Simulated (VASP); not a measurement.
# H2 in VASP: notebook

H2 is run at these levels: PBEsol; tasks: single point, relaxation of the atoms.

Program: VASP 6.6.1. These are calculated values, not measurements. Logs are shortened: lines on timing, memory, paths and dates and some standing lists are left out, and cuts for length are marked.

### Step 1. The cell of the first run

The cell holds a molecule in a box, 2 atoms: a = 9.000 Å, b = 9.500 Å, c = 10.000 Å, α = 90.00°, β = 90.00°, γ = 90.00°.

### Step 2. Single point, PBEsol

Input file INCAR:

```
SYSTEM = H
  ALGO = Normal
  EDIFF = 1E-6
  ENCUT = 520
  GGA = PS
  ISIF = 2
  ISMEAR = 0
  LASPH = .TRUE.
  LCHARG = .TRUE.
  LELF = .TRUE.
  LREAL = .FALSE.
  LVHAR = .TRUE.
  LWAVE = .FALSE.
  NBANDS = 8
  NELM = 80
  PREC = Accurate
  SIGMA = 0.05
```

Input file KPOINTS:

```
k-points
0
G
  1 1 1
  0 0 0
```

Input file POSCAR:

```
H
1.0
    9.0000000000      0.0000000000      0.0000000000
    0.0000000000      9.5000000000      0.0000000000
    0.0000000000      0.0000000000     10.0000000000
H
2
Direct
    0.5000000000      0.5000000000      0.4620885518
    0.5000000000      0.5000000000      0.5379114482
```

Potentials or basis: VASP PAW PBE potentials, release 64 (H).

Run with:

```console
$ cat potpaw_PBE.64/H/POTCAR > POTCAR
$ mpirun -np 1 vasp_gam > vasp.out
```

OUTCAR:

```text
SYSTEM = H
   EDIFF = 1E-6
   ENCUT = 520
   GGA = PS
   ISIF = 2
   ISMEAR = 0
   LASPH = .TRUE.
   LREAL = .FALSE.
   NELM = 80
   PREC = Accurate

 ion  position               nearest neighbor table
   1  0.500  0.500  0.462-   2 0.76
   2  0.500  0.500  0.538-   1 0.76

  LATTYP: Found a simple orthorhombic cell.
 ALAT       =     9.0000000000
 B/A-ratio  =     1.0555555556
 C/A-ratio  =     1.1111111111

  Lattice vectors:

 A1 = (   9.0000000000,   0.0000000000,   0.0000000000)
 A2 = (   0.0000000000,   9.5000000000,   0.0000000000)
 A3 = (   0.0000000000,   0.0000000000,  10.0000000000)

Analysis of symmetry for initial positions (statically):
=====================================================================
 Subroutine PRICEL returns:
 Original cell was already a primitive cell.

 Routine SETGRP: Setting up the symmetry group for a
 simple orthorhombic supercell.

 Subroutine GETGRP returns: Found  8 space group operations
 (whereof  8 operations were pure point group operations)
 out of a pool of  8 trial point group operations.

The static configuration has the point symmetry D_2h.

Analysis of symmetry for dynamics (positions and initial velocities):
=====================================================================
 Subroutine PRICEL returns:
 Original cell was already a primitive cell.

 Routine SETGRP: Setting up the symmetry group for a
 simple orthorhombic supercell.

 Subroutine GETGRP returns: Found  8 space group operations
 (whereof  8 operations were pure point group operations)
 out of a pool of  8 trial point group operations.

The dynamic configuration has the point symmetry D_2h.

 Subroutine INISYM returns: Found  8 space group operations
 (whereof  8 operations are pure point group operations),
 and found     1 'primitive' translations

----------------------------------------------------------------------------------------

                                     Primitive cell

  volume of cell :     855.0000

  direct lattice vectors                    reciprocal lattice vectors
     9.000000000  0.000000000  0.000000000     0.111111111  0.000000000  0.000000000
     0.000000000  9.500000000  0.000000000     0.000000000  0.105263158  0.000000000
     0.000000000  0.000000000 10.000000000     0.000000000  0.000000000  0.100000000

  length of vectors
     9.000000000  9.500000000 10.000000000     0.111111111  0.105263158  0.100000000

  position of ions in fractional coordinates (direct lattice)
     0.500000000  0.500000000  0.462088552
     0.500000000  0.500000000  0.537911448

  ion indices of the primitive-cell ions
   primitive index   ion index
                 1           1
                 2           2

----------------------------------------------------------------------------------------

 KPOINTS: k-points

Automatic generation of k-mesh.
 Grid dimensions read from file:
 generate k-points for:    1    1    1

 Generating k-lattice:

  Cartesian coordinates                     Fractional coordinates (reciprocal lattice)
     0.111111111  0.000000000  0.000000000     1.000000000  0.000000000  0.000000000
     0.000000000  0.105263158  0.000000000     0.000000000  1.000000000  0.000000000
     0.000000000  0.000000000  0.100000000     0.000000000  0.000000000  1.000000000

  Length of vectors
     0.111111111  0.105263158  0.100000000

  Shift w.r.t. Gamma in fractional coordinates (k-lattice)
     0.000000000  0.000000000  0.000000000

 Subroutine IBZKPT returns following result:
 ===========================================

 Found      1 irreducible k-points:

 Following reciprocal coordinates:
            Coordinates               Weight
  0.000000  0.000000  0.000000      1.000000
   k-points           NKPTS =      1   k-points in BZ     NKDIM =      1   number of bands    NBANDS=      8
   number of dos      NEDOS =    301   number of ions     NIONS =      2
   total plane-waves  NPLWV = 403200
   dimension x,y,z NGX =    70 NGY =   72 NGZ =   80
   dimension x,y,z NGXF=   140 NGYF=  144 NGZF=  160
   ions per type =               2
   NGX,Y,Z   is equivalent  to a cutoff of  12.93, 12.60, 13.30 a.u.
   NGXF,Y,Z  is equivalent  to a cutoff of  25.86, 25.20, 26.60 a.u.
 SYSTEM =  H
   PREC   = accura    normal or accurate (medium, high low for compatibility)
   ISTART =      0    job   : 0-new  1-cont  2-samecut
   ICHARG =      2    charge: 1-file 2-atom 10-const
   ISPIN  =      1    spin polarized calculation?
   LNONCOLLINEAR =      F non collinear calculations
   LSORBIT =      F    spin-orbit coupling
   LASPH  =      T    aspherical Exc in radial PAW
   ENCUT  =  520.0 eV  38.22 Ry    6.18 a.u.  16.73 17.66 18.59*2*pi/ulx,y,z
   NELM   =     80;   NELMIN=  2; NELMDL= -5     # of ELM steps
   EDIFF  = 0.1E-05   stopping-criterion for ELM
   LREAL  =      F    real-space projection
   EDIFFG = 0.1E-04   stopping-criterion for IOM
   NSW    =      0    number of steps for IOM
   IBRION =     -1    ionic relax: 0-MD 1-quasi-New 2-CG
   NFREE  =      0    steps in history (QN), initial steepest desc. (CG)
   ISIF   =      2    stress and relaxation
   ISYM   =      2    0-nonsym 1-usesym 2-fastsym
   POTIM  = 0.5000    time-step for ionic-motion
   TEBEG  =    0.0;   TEEND  =   0.0 temperature during run
   PSTRESS=    0.0 pullay stress
   NELECT =       2.0000    total number of electrons
   NUPDOWN=      -1.0000    fix difference up-down
   EMIN   =  10.00;   EMAX   =-10.00  energy-range for DOS
   EFERMI =   0.00;   METHOD = LEGACY
   ISMEAR =     0;   SIGMA  =   0.05  broadening in eV -4-tet -1-fermi 0-gaus
   EFERMI_NEDOS =   21; number of points for ismear=-14 and -15
   IALGO  =     38    algorithm
   IMIX   =      4    mixing-type and parameters
     AMIX     =   0.40;   BMIX     =  1.00
     AMIX_MAG =   1.60;   BMIX_MAG =  1.00
  volume/ion in A,a.u.               =     427.50      2884.91
  Fermi-wavevector in a.u.,A,eV,Ry     =   0.217318  0.410672  0.642565  0.047227
  Thomas-Fermi vector in A             =   0.994036
   LORBIT       =      0    0 simple, 1 ext, 2 COOP (PROOUT), +10 PAW based schemes
   GGA     = PS    functional components
   LHFCALC =     F    Hartree Fock is set to
   AEXX    =    0.0000 exact exchange contribution
   IVDW    =     0    specifies the selected vdW correction
   LEPSILON=     F    determine dielectric tensor
   LRPA    =     F    only Hartree local field effects (RPA)
 non-spin polarized calculation
 Gauss-broadening in eV      SIGMA  =   0.05
  energy-cutoff  :      520.00
  volume of cell :      855.00
 maximum number of plane-waves:     11510
 NGX is ok and might be reduce to    70
   NGX = 33   NGY = 35   NGZ = 37

 number of electron       2.0000001 magnetization

 Free energy of the ion-electron system (eV)
  ---------------------------------------------------
  ext. energy  EPLUGINS =         0.00000000
  ---------------------------------------------------
  free energy    TOTEN  =        -6.51345475 eV

  energy without entropy =       -6.51345475  energy(sigma->0) =       -6.51345475

 E-fermi :  -9.8714     XC(G=0):  -0.4280

 val. band max:      -10.1054161127   @ k =   0.0000   0.0000   0.0000
 cond. band min:      -0.1690677759   @ k =   0.0000   0.0000   0.0000
 fundamental gap:      9.9363483368
 Fermi energy:        -9.8713879921

 k-point     1 :       0.0000    0.0000    0.0000
  band No.  band energies     occupation
      1     -10.1054      2.00000
      2      -0.1691      0.00000
      3       0.4245      0.00000
      4       1.0754      0.00000
      5       1.2080      0.00000
      6       1.3623      0.00000
      7       1.5283      0.00000
      8       1.7254      0.00000

------------------------ aborting loop because EDIFF is reached ----------------------------------------

  FORCE on cell =-STRESS in cart. coord.  units (eV):
  Direction    XX          YY          ZZ          XY          YZ          ZX
  --------------------------------------------------------------------------------------
  -------------------------------------------------------------------------------------
  Total       -0.0254525     -0.0247250     -0.0275393      0.0000000      0.0000000      0.0000000
  in kB       -0.0476953     -0.0463319     -0.0516057      0.0000000      0.0000000      0.0000000
  external PRESSURE =      -0.0485443 kB  Pullay stress =       0.0000000 kB

 VOLUME and BASIS-vectors are now :
 -----------------------------------------------------------------------------
  energy-cutoff  :      520.00
  volume of cell :      855.00
      direct lattice vectors                 reciprocal lattice vectors
     9.000000000  0.000000000  0.000000000     0.111111111  0.000000000  0.000000000
     0.000000000  9.500000000  0.000000000     0.000000000  0.105263158  0.000000000
     0.000000000  0.000000000 10.000000000     0.000000000  0.000000000  0.100000000

 POSITION                                       TOTAL-FORCE (eV/Angst)
 -----------------------------------------------------------------------------------
      4.50000      4.75000      4.62089         0.000000      0.000000     -0.004477
      4.50000      4.75000      5.37911         0.000000      0.000000      0.004477
 -----------------------------------------------------------------------------------
    total drift:                                0.000000      0.000000      0.000000

  FREE ENERGIE OF THE ION-ELECTRON SYSTEM (eV)
  ---------------------------------------------------
  free  energy   TOTEN  =        -6.5134547543 eV

  energy  without entropy=       -6.5134547543  energy(sigma->0) =       -6.51345475
```

Run time: 50 s. Hardware: 1 thread of AMD EPYC 7R43 (Zen 3), shared host; peak memory 0.64 GiB.

Results:

| Property | Result |
| --- | --- |
| Free energy | -6.5135 eV |
| Largest force | 0.004 eV/Å |
| Gap between the frontier levels | 9.94 eV |

Forces on the atoms (eV/Å):
```
H    0.000  0.000 -0.004
H    0.000  0.000  0.004
```

Caveat: the PAW data sets were made with another functional, which shifts forces and pressure a little.

### Step 3. Relaxation of the atoms, PBEsol

Input file INCAR:

```
SYSTEM = H
PREC = Accurate
ENCUT = 520
EDIFF = 1E-7
ISMEAR = 0
SIGMA = 0.05
LREAL = .False.
LASPH = .True.
NELM = 100
ALGO = Normal
ISIF = 2
LWAVE = .False.
LCHARG = .False.
GGA = PS
IBRION = 2
NSW = 80
EDIFFG = -0.01
```

Input file KPOINTS:

```
Automatic mesh
0
Gamma
  1 1 1
  0 0 0
```

Input file POSCAR:

```
H
1.0
    9.0000000000      0.0000000000      0.0000000000
    0.0000000000      9.5000000000      0.0000000000
    0.0000000000      0.0000000000     10.0000000000
H
2
Direct
    0.5000000000      0.5000000000      0.4625000000
    0.5000000000      0.5000000000      0.5375000000
```

Potentials or basis: VASP PAW PBE potentials, release 64 (H).

Run with:

```console
$ cat potpaw_PBE.64/H/POTCAR > POTCAR
$ mpirun -np 1 vasp_gam > vasp.out
```

Wall time 86 s (1 thread of AMD EPYC 7R43 (Zen 3), shared host); peak memory 0.73 GiB.

The run converged. Its results:

* Free energy: -6.5135 eV
* Energy gained by relaxing: 0.6 meV/atom
* Ionic steps: 3
* Gap between the frontier levels: 9.94 eV

Step by step:
```tsv
step	energy change (eV)	largest force (eV/Å)	pressure (GPa)
1	0.0000	0.2862	0.01
2	0.0047	0.6031	-0.03
3	-0.0012	0.0002	-0.01
```

Final structure:
```
CELL_PARAMETERS angstrom
9.00000 0.00000 0.00000
0.00000 9.50000 0.00000
0.00000 0.00000 10.00000
ATOMIC_POSITIONS crystal
H 0.50000 0.50000 0.46208
H 0.50000 0.50000 0.53792
```

Levels at points of the mesh, in eV from the valence-band top:
| k point | band 1 | band 2 | band 3 | band 4 |
| --- | --- | --- | --- | --- |
| (0.00, 0.00, 0.00) | 0.00 | 9.94 | 10.53 | 11.18 |

Caveat: the PAW data sets were made with another functional, which shifts forces and pressure a little.
